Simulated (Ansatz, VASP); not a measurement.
One calculation of MgF2, two programs

The input POSCAR:

```
MgF2
1.0
    4.5757958346      0.0000000000      0.0000000000
    0.0000000000      4.5757958346      0.0000000000
    0.0000000000      0.0000000000      3.0661825749
Mg F
2 4
Direct
    0.0000000000      0.0000000000      0.0000000000
    0.5000000000      0.5000000000      0.5000000000
    0.3031370265      0.3031370265      0.0000000000
    0.1968629735      0.8031370265      0.5000000000
    0.8031370265      0.1968629735      0.5000000000
    0.6968629735      0.6968629735      0.0000000000
```

File INCAR.step1:

```
SYSTEM = MgF2
ALGO = Normal ; EDIFF = 1E-5
ENCUT = 520 ; GGA = PE
GGA_COMPAT = .False. ; ISIF = 2
ISMEAR = 0 ; KPAR = 4
LASPH = .True. ; LREAL = .False.
LWAVE = .True. ; NBANDS = 25
NELM = 120 ; PREC = Accurate
SIGMA = 0.01
```

Contents of INCAR.step2:

```
SYSTEM = MgF2
ALGO = Normal ; EDIFF = 1E-6
ENCUT = 520 ; GGA = PE
GGA_COMPAT = .False. ; HFSCREEN = 0.2079
ISIF = 2 ; ISMEAR = 0
ISTART = 1 ; KPAR = 4
LASPH = .True. ; LCHARG = .True.
LHFCALC = .True. ; LREAL = .False.
LVHAR = .True. ; LWAVE = .False.
NBANDS = 25 ; NELM = 120
PREC = Accurate ; PRECFOCK = Normal
SIGMA = 0.01
```

The input KPOINTS:

```
k-points
0
Gamma
  4 4 6
  0 0 0
```

Input for Ansatz:

```yaml
crystal:
  lattice:
    - [4.5757958346, 0.0, 0.0]
    - [0.0, 4.5757958346, 0.0]
    - [0.0, 0.0, 3.0661825749]
  atoms:
    - { symbol: Mg, position: [0.0, 0.0, 0.0] }
    - { symbol: Mg, position: [0.5, 0.5, 0.5] }
    - { symbol: F, position: [0.3031370265, 0.3031370265, 0.0] }
    - { symbol: F, position: [0.1968629735, 0.8031370265, 0.5] }
    - { symbol: F, position: [0.8031370265, 0.1968629735, 0.5] }
    - { symbol: F, position: [0.6968629735, 0.6968629735, 0.0] }
kpoints:
  mp_grid: { grid: [4, 4, 6] }
  band_path:
    path:
      - [0.0, 0.0, 0.0]
      - [0.0, 0.5, 0.0]
      - [0.5, 0.5, 0.0]
      - [0.0, 0.0, 0.5]
      - [0.0, 0.5, 0.5]
      - [0.5, 0.5, 0.5]
    npoints: 1
hamiltonian:
  xc: hse06
scf:
  occupations: { method: fixed }
  n_extra_bands: 5
output:
  forces: true
  stress: true
  eigenvalues: true
  write_density: true
  write_potential: true
  elf: true
  volumetric_format: npy
```

Change from the starting cell: epitaxial_xy strain -1.0%.

Alike in both runs: task single point; functional HSE06; k mesh 4 × 4 × 6; no spin polarisation.

|  | VASP | Ansatz |
| --- | --- | --- |
| version | VASP 6.6.1 | Ansatz 0.2.0 |
| potentials or method | VASP PAW PBE potentials, release 64 (Mg, F) | plane waves, PAW |
| plane-wave cutoff (eV) | 520 | 420 |
| occupations | gaussian, width 0.01 eV | fixed |
| valence electrons in the cell | 32 | 48 |

|  | VASP | Ansatz | Ansatz less VASP |
| --- | --- | --- | --- |
| gap on the k mesh at the Fermi level (eV) | 9.48 | 9.55 | +0.063 |
| pressure (GPa) | 2.1 | 2.5 | +0.37 |
| traceless stress, the component that is largest in VASP (GPa) | -1.42 | -1.40 | +0.018 |
| rms of the force components (eV/Å) | 0.007 | 0.008 | +0.0016 |

Atom by atom the forces differ by 0.002 eV/Å (rms over components). VASP's potentials hold 32 valence electrons a cell and Ansatz's 48, so a difference there can come from the potentials and not from the codes. Ansatz's warnings: stress exchange threshold loose, stress scf threshold loose.
